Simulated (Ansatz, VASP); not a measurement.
**Two plane-wave programs on La2NbO5**

```
CELL_PARAMETERS angstrom
-2.24575 2.24575 6.31870
2.24575 -2.24575 6.31870
2.24575 2.24575 -6.31870
ATOMIC_POSITIONS crystal
La 0.25000 0.75000 0.50000
La 0.00000 0.00000 0.00000
Nb 0.75000 0.25000 0.50000
O 0.78073 0.78073 0.00000
O 0.21927 0.21927 0.00000
O 0.60034 0.10034 0.50000
O 0.89966 0.39966 0.50000
O 0.50000 0.50000 0.00000
```

Alike in both runs: functional PBE; k mesh 3 × 3 × 3; occupations gaussian, width 0.15 eV; no spin polarisation.

Ansatz relaxed the structure, and its values are those at the end. VASP's run is a single point on that final structure, the one shown.

|  | VASP | Ansatz |
| --- | --- | --- |
| version | VASP 6.6.1 | Ansatz 0.2.0 |
| potentials or method | VASP PAW PBE potentials, release 64 (La, Nb_sv, O), cutoff 520 eV | scalar-relativistic, plane waves, PAW |
| valence electrons in the cell | 65 | 65 |

```tsv
	VASP	Ansatz	Ansatz less VASP
gap on the k mesh at the Fermi level (eV)	none	none	-
pressure (GPa)	0.1	0.3	+0.24
rms of the force components (eV/Å)	0.009	0.015	+0.0059
```

A gap of «none» marks a metal or a gap that the smearing closes.

The k mesh is coarse, so the values compare programs but aren't converged. Spin-orbit coupling is off throughout.
